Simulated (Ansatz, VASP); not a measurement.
SnSe: VASP beside Ansatz

```
Sn Se
1.0
     4.31519    0.00000    0.00000
     0.00000    4.31519    0.00000
     0.00000    0.00000   10.74651
Sn Se
2 2
Direct
  0.50000 0.00000 0.37359
  0.00000 0.50000 0.62641
  0.50000 0.00000 0.62645
  0.00000 0.50000 0.37355
```

Alike in both runs: functional PBE; k mesh 6 × 6 × 3; no spin polarisation.

Ansatz relaxed the structure, and its values are those at the end. VASP's run is a single point on that final structure, the one shown.

|  | VASP | Ansatz |
| --- | --- | --- |
| version | VASP 6.6.1 | Ansatz 0.2.0 |
| potentials or method | VASP PAW PBE potentials, release 64 (Sn_d, Se) | PAW with Ansatz's default frozen-core files, scalar-relativistic |
| plane-wave cutoff (eV) | 520 | 420 |
| occupations | methfessel-paxton of order 1, width 0.001 eV | cold, width 0.001 eV |
| valence electrons in the cell | 40 | 60 |

Ansatz gave:

* rms of the force components (eV/Å): 0.001

Estimate VASP's values.

rms of the force components (eV/Å): 0.007.

VASP's potentials hold 40 valence electrons a cell and Ansatz's 60, so a difference there can come from the potentials and not from the codes.
